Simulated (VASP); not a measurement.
Li2TaSb2: single point with PBE

Crystal: Li2TaSb2.

```
Li Ta Sb
1.0
     3.84857    0.00000    0.00000
     0.00000    3.84857    0.00000
     0.00000    0.00000    7.72144
Li Ta Sb
2 1 2
Direct
  0.50000 0.50000 0.66409
  0.50000 0.50000 0.33591
  0.00000 0.00000 0.00000
  0.00000 0.00000 0.50000
  0.50000 0.50000 0.00000
```

```json
{"Program": "VASP 6.6.1", "Task": "single point", "Functional": "PBE", "Potentials or basis": "VASP PAW PBE potentials, release 64 (Li_sv, Ta_pv, Sb)", "Cutoff": "520 eV", "k mesh": "4 × 4 × 2", "Occupations": "gaussian, width 0.1 eV", "Spin": "no spin polarisation"}
```

The largest force is 0.032 eV/Å.

Forces on the atoms (eV/Å):
```
Li   0.000  0.000 -0.032
Li   0.000  0.000  0.032
Ta   0.000  0.000  0.000
Sb   0.000  0.000  0.000
Sb   0.000  0.000  0.000
```

Levels at points of the mesh, in eV from the Fermi level:
| k point | band 11 | band 12 | band 13 | band 14 | band 15 | band 16 |
| --- | --- | --- | --- | --- | --- | --- |
| (0.00, 0.00, 0.00) | -0.46 | -0.27 | -0.27 | 0.08 | 0.43 | 0.43 |
| (0.50, 0.00, 0.00) | -3.33 | -1.87 | -0.04 | 0.65 | 0.96 | 1.82 |
| (0.50, 0.50, 0.00) | -2.42 | -1.38 | -1.08 | -1.08 | -0.33 | 0.06 |
| (0.00, 0.00, 0.50) | -0.10 | -0.10 | 0.06 | 0.06 | 0.08 | 1.03 |
| (0.50, 0.00, 0.50) | -2.89 | -2.02 | 0.57 | 0.96 | 1.60 | 1.83 |
| (0.50, 0.50, 0.50) | -2.95 | -1.45 | -1.39 | -0.59 | -0.59 | 0.91 |

It took 16 s on 1 thread of AMD EPYC 9R45 96-Core Processor (Zen 5) (shared host), peak memory 0.2 GiB.

Caveat: the k points lie up to 0.41 Å⁻¹ apart; spin-orbit coupling is left out, which moves the levels of the heavy elements.
